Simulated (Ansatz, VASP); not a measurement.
## Au: VASP beside Ansatz

INCAR

```
PREC = Accurate
ENCUT = 520
EDIFF = 1E-6
ISMEAR = -1
SIGMA = 0.05
LREAL = False
LASPH = True
NELM = 100
ALGO = Fast
ISIF = 2
LWAVE = False
LCHARG = False
GGA = PS
NBANDS = 18
```

KPOINTS

```
regular mesh
0
Gamma
  10 10 6
```

The input POSCAR:

```
Au
1.0
    2.8154890579      0.0000000000      0.0000000000
   -0.0129553469      2.8201795887      0.0000000000
   -1.1378916452     -1.1854109603      4.9240140333
Au
2
Direct
    0.6728620000      0.6659620000      0.2740550000
    0.3271380000      0.3340380000      0.7259450000
```

Contents of input.yaml:

```yaml
crystal:
  lattice:
    - [2.8154890579, 0.0, 0.0]
    - [-0.0129553469, 2.8201795887, 0.0]
    - [-1.1378916452, -1.1854109603, 4.9240140333]
  atoms:
    - { symbol: Au, position: [0.672862, 0.665962, 0.274055] }
    - { symbol: Au, position: [0.327138, 0.334038, 0.725945] }
kpoints:
  mp_grid: { grid: [10, 10, 6] }
scf:
  occupations: { method: fermi_dirac, width: 0.05 }
hamiltonian:
  xc: pbesol
  pseudopotentials: { kind: all_electron, lapw: { basis_error: 0.001 } }
output:
  forces: true
  stress: true
  eigenvalues: true
  populations: true
```

Alike in both runs: task single point; functional PBEsol; k mesh 10 × 10 × 6; occupations fermi-dirac, width 0.05 eV; no spin polarisation.

```csv
,VASP,Ansatz
version,VASP 6.6.1,Ansatz 0.2.0
potentials or method,"VASP PAW PBE potentials, release 64 (Au), cutoff 520 eV","all-electron LAPW, scalar-relativistic"
```

VASP gave:

| Quantity | Value |
| --- | --- |
| gap on the k mesh at the Fermi level (eV) | none |
| pressure (GPa) | -8.1 |
| traceless stress, the component that is largest in VASP (GPa) | 1.37 |
| rms of the force components (eV/Å) | 0.075 |

Problem. What did Ansatz give for the same quantities?

Solution. gap on the k mesh at the Fermi level (eV): none; pressure (GPa): -8.0; traceless stress, the component that is largest in VASP (GPa): 1.39; rms of the force components (eV/Å): 0.074.

VASP's potentials were made for PBE, not for PBEsol. Atom by atom the forces differ by 0.002 eV/Å (rms over components). A gap of «none» marks a metal or a gap that the smearing closes. Ansatz ran all-electron here, and VASP with PAW potentials.

Spin-orbit coupling is off throughout.
